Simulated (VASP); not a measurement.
# TlSnCl3 (Pm-3m) in VASP: notebook

TlSnCl3 is run at these levels: LDA, PBEsol, r2SCAN; tasks: single point, relaxation of cell and atoms.

Everything below comes from runs of VASP 6.6.1. Logs are shortened: lines on timing, memory, paths and dates and some standing lists are left out, and cuts for length are marked.

## Step 1: The cell of the first run

The structure is cubic, space group Pm-3m (No. 221). The conventional cell has a = 5.517 Å, b = 5.517 Å, c = 5.517 Å, α = 90.00°, β = 90.00°, γ = 90.00°. Within 5.1 Å of Tl (site symmetry m-3m) lie 12 Cl at 3.90 Å and 8 Sn at 4.78 Å. Sn (site symmetry m-3m) has 6 Cl at 2.76 Å within 3.6 Å. Cl (site symmetry 4/mmm) has 2 Sn at 2.76 Å within 3.6 Å.

## Step 2: Single point, LDA

Input file INCAR:

```
SYSTEM = TlSnCl3
  PREC = Accurate
  ENCUT = 520
  EDIFF = 1E-7
  ISMEAR = 0
  SIGMA = 0.01
  LREAL = .False.
  LASPH = .True.
  NELM = 100
  ALGO = Normal
  ISIF = 2
  LWAVE = .False.
  LCHARG = .False.
  NBANDS = 32
```

Input file KPOINTS:

```
Automatic mesh
0
Gamma
  6 6 6
  0 0 0
```

Input file POSCAR:

```
TlSnCl3
1.0
    5.5173601512      0.0000000000      0.0000000000
    0.0000000000      5.5173601512      0.0000000000
    0.0000000000      0.0000000000      5.5173601512
Tl Sn Cl
1 1 3
Direct
    0.0000000000      0.0000000000      0.0000000000
    0.5000000000      0.5000000000      0.5000000000
    0.5000000000      0.5000000000      0.0000000000
    0.5000000000      0.0000000000      0.5000000000
    0.0000000000      0.5000000000      0.5000000000
```

Potentials or basis: VASP PAW LDA potentials, release 64 (Tl_d, Sn_d, Cl).

Launch:

```sh
cat potpaw_LDA.64/Tl_d/POTCAR potpaw_LDA.64/Sn_d/POTCAR potpaw_LDA.64/Cl/POTCAR > POTCAR
mpirun -np 1 vasp_std > vasp.out
```

OUTCAR:

```text
SYSTEM = TlSnCl3
   PREC = Accurate
   ENCUT = 520
   EDIFF = 1E-7
   ISMEAR = 0
   LREAL = .False.
   LASPH = .True.
   NELM = 100
   ISIF = 2

 ion  position               nearest neighbor table
   1  0.000  0.000  0.000-
   2  0.500  0.500  0.500-   3 2.76   4 2.76   5 2.76   3 2.76   4 2.76   5 2.76
   3  0.500  0.500  0.000-   2 2.76   2 2.76
   4  0.500  0.000  0.500-   2 2.76   2 2.76
   5  0.000  0.500  0.500-   2 2.76   2 2.76

  LATTYP: Found a simple cubic cell.
 ALAT       =     5.5173601512

  Lattice vectors:

 A1 = (   5.5173601512,   0.0000000000,   0.0000000000)
 A2 = (   0.0000000000,   5.5173601512,   0.0000000000)
 A3 = (   0.0000000000,   0.0000000000,   5.5173601512)

Analysis of symmetry for initial positions (statically):
=====================================================================
 Subroutine PRICEL returns:
 Original cell was already a primitive cell.

 Routine SETGRP: Setting up the symmetry group for a
 simple cubic supercell.

 Subroutine GETGRP returns: Found 48 space group operations
 (whereof 48 operations were pure point group operations)
 out of a pool of 48 trial point group operations.

The static configuration has the point symmetry O_h .

Analysis of symmetry for dynamics (positions and initial velocities):
=====================================================================
 Subroutine PRICEL returns:
 Original cell was already a primitive cell.

 Routine SETGRP: Setting up the symmetry group for a
 simple cubic supercell.

 Subroutine GETGRP returns: Found 48 space group operations
 (whereof 48 operations were pure point group operations)
 out of a pool of 48 trial point group operations.

The dynamic configuration has the point symmetry O_h .

 Subroutine INISYM returns: Found 48 space group operations
 (whereof 48 operations are pure point group operations),
 and found     1 'primitive' translations

----------------------------------------------------------------------------------------

                                     Primitive cell

  volume of cell :     167.9554

  direct lattice vectors                    reciprocal lattice vectors
     5.517360151  0.000000000  0.000000000     0.181246098  0.000000000  0.000000000
     0.000000000  5.517360151  0.000000000     0.000000000  0.181246098  0.000000000
     0.000000000  0.000000000  5.517360151     0.000000000  0.000000000  0.181246098
[... 85 lines left out ...]
   EDIFF  = 0.1E-06   stopping-criterion for ELM
   LREAL  =      F    real-space projection
   EDIFFG = 0.1E-05   stopping-criterion for IOM
   NSW    =      0    number of steps for IOM
   IBRION =     -1    ionic relax: 0-MD 1-quasi-New 2-CG
   NFREE  =      0    steps in history (QN), initial steepest desc. (CG)
   ISIF   =      2    stress and relaxation
   ISYM   =      2    0-nonsym 1-usesym 2-fastsym
   POTIM  = 0.5000    time-step for ionic-motion
   TEBEG  =    0.0;   TEEND  =   0.0 temperature during run
   PSTRESS=    0.0 pullay stress
   NELECT =      48.0000    total number of electrons
   NUPDOWN=      -1.0000    fix difference up-down
   EMIN   =  10.00;   EMAX   =-10.00  energy-range for DOS
   EFERMI =   0.00;   METHOD = LEGACY
   ISMEAR =     0;   SIGMA  =   0.01  broadening in eV -4-tet -1-fermi 0-gaus
   EFERMI_NEDOS =   21; number of points for ismear=-14 and -15
   IALGO  =     38    algorithm
   IMIX   =      4    mixing-type and parameters
     AMIX     =   0.40;   BMIX     =  1.00
     AMIX_MAG =   1.60;   BMIX_MAG =  1.00
  volume/ion in A,a.u.               =      33.59       226.68
  Fermi-wavevector in a.u.,A,eV,Ry     =   1.078344  2.037774 15.821199  1.162825
  Thomas-Fermi vector in A             =   2.214280
   LORBIT       =      0    0 simple, 1 ext, 2 COOP (PROOUT), +10 PAW based schemes
   GGA     = CA    functional components
   LHFCALC =     F    Hartree Fock is set to
   AEXX    =    0.0000 exact exchange contribution
   IVDW    =     0    specifies the selected vdW correction
   LEPSILON=     F    determine dielectric tensor
   LRPA    =     F    only Hartree local field effects (RPA)
 non-spin polarized calculation
 Gauss-broadening in eV      SIGMA  =   0.01
  energy-cutoff  :      520.00
  volume of cell :      167.96
 maximum number of plane-waves:      4632
 NGX is ok and might be reduce to    42
   NGX = 21   NGY = 21   NGZ = 21

 number of electron      47.9999985 magnetization

 Free energy of the ion-electron system (eV)
  ---------------------------------------------------
  ext. energy  EPLUGINS =         0.00000000
  ---------------------------------------------------
  free energy    TOTEN  =       -18.30893711 eV

  energy without entropy =      -18.30893711  energy(sigma->0) =      -18.30893711

 E-fermi :   3.2909     XC(G=0):  -8.4047

 val. band max:        3.1465543283   @ k =   0.5000   0.5000   0.5000
 cond. band min:       3.5975752254   @ k =   0.5000   0.0000   0.0000
 fundamental gap:      0.4510208971
 Fermi energy:         3.2908641145

 k-point     1 :       0.0000    0.0000    0.0000
  band No.  band energies     occupation
      1     -18.9858      2.00000
      2     -18.9858      2.00000
      3     -18.9354      2.00000
      4     -18.9354      2.00000
      5     -18.9354      2.00000
      6     -13.0530      2.00000
[... 689 lines left out ...]
     31       9.4664      0.00000
     32       9.4664      0.00000

------------------------ aborting loop because EDIFF is reached ----------------------------------------

  FORCE on cell =-STRESS in cart. coord.  units (eV):
  Direction    XX          YY          ZZ          XY          YZ          ZX
  --------------------------------------------------------------------------------------
  -------------------------------------------------------------------------------------
  Total       -2.2988607     -2.2988607     -2.2988607     -0.0000000     -0.0000000      0.0000000
  in kB      -21.9295254    -21.9295254    -21.9295254     -0.0000000     -0.0000000      0.0000000
  external PRESSURE =     -21.9295254 kB  Pullay stress =       0.0000000 kB

 VOLUME and BASIS-vectors are now :
 -----------------------------------------------------------------------------
  energy-cutoff  :      520.00
  volume of cell :      167.96
      direct lattice vectors                 reciprocal lattice vectors
     5.517360151  0.000000000  0.000000000     0.181246098  0.000000000  0.000000000
     0.000000000  5.517360151  0.000000000     0.000000000  0.181246098  0.000000000
     0.000000000  0.000000000  5.517360151     0.000000000  0.000000000  0.181246098

 POSITION                                       TOTAL-FORCE (eV/Angst)
 -----------------------------------------------------------------------------------
      0.00000      0.00000      0.00000         0.000000      0.000000      0.000000
      2.75868      2.75868      2.75868         0.000000      0.000000      0.000000
      2.75868      2.75868      0.00000         0.000000      0.000000      0.000000
      2.75868      0.00000      2.75868         0.000000      0.000000      0.000000
      0.00000      2.75868      2.75868         0.000000      0.000000      0.000000
 -----------------------------------------------------------------------------------
    total drift:                                0.000000     -0.000000     -0.000000

  FREE ENERGIE OF THE ION-ELECTRON SYSTEM (eV)
  ---------------------------------------------------
  free  energy   TOTEN  =       -18.3089371126 eV

  energy  without entropy=      -18.3089371126  energy(sigma->0) =      -18.30893711
```

OSZICAR:

```text
N       E                     dE             d eps       ncg     rms          rms(c)
DAV:   1     0.417720153187E+03    0.41772E+03   -0.21803E+04  1296   0.150E+03
DAV:   2     0.350074628637E+02   -0.38271E+03   -0.36164E+03  1464   0.401E+02
DAV:   3    -0.170283480587E+02   -0.52036E+02   -0.49998E+02  1568   0.130E+02
DAV:   4    -0.193114897659E+02   -0.22831E+01   -0.22745E+01  1432   0.312E+01
DAV:   5    -0.193847707762E+02   -0.73281E-01   -0.73266E-01  1824   0.552E+00    0.669E+00
DAV:   6    -0.184652202091E+02    0.91955E+00   -0.13733E+00  1824   0.642E+00    0.409E+00
DAV:   7    -0.183384953812E+02    0.12672E+00   -0.40357E-01  1624   0.252E+00    0.186E+00
DAV:   8    -0.183119397230E+02    0.26556E-01   -0.85655E-02  1616   0.168E+00    0.279E-01
DAV:   9    -0.183090664999E+02    0.28732E-02   -0.13177E-02  1680   0.584E-01    0.151E-01
DAV:  10    -0.183090825849E+02   -0.16085E-04   -0.20811E-03  1560   0.251E-01    0.584E-02
DAV:  11    -0.183089355357E+02    0.14705E-03   -0.38489E-04  1704   0.978E-02    0.138E-02
DAV:  12    -0.183089379583E+02   -0.24226E-05   -0.75147E-05  1616   0.424E-02    0.111E-02
DAV:  13    -0.183089370085E+02    0.94981E-06   -0.60131E-06  1736   0.152E-02    0.506E-03
DAV:  14    -0.183089371190E+02   -0.11058E-06   -0.53279E-07  1600   0.400E-03    0.124E-03
DAV:  15    -0.183089371126E+02    0.64538E-08   -0.57595E-08  1008   0.175E-03
   1 F= -.18308937E+02 E0= -.18308937E+02  d E =-.941413E-95
```

stdout:

```text
POSCAR found type information on POSCAR TlSnCl
 POSCAR found :  3 types and       5 ions
 scaLAPACK will be used
 LDA part: xc-table for (Slater(with rela. corr.)+CA(PZ))
 , standard interpolation
 POSCAR, INCAR and KPOINTS ok, starting setup
 FFT: planning ... GRIDC
 FFT: planning ... GRID_SOFT
 FFT: planning ... GRID
 WAVECAR not read
 entering main loop
```

It took 73 s on 1 thread of AMD EPYC 9R45 (Zen 5), shared host; peak memory 0.24 GiB.

What came out:

```yaml
Free_energy: -18.3089 eV
Pressure: -2.2 GPa
Band_gap_on_the_k_mesh: 0.45 eV (least direct gap 0.63 eV)
```

Caveat: spin-orbit coupling is left out, which moves the levels of the heavy elements.

(Continued in part 2 of 2.)

The gap in the log of VASP goes by the Fermi energy; the results here count the filled bands.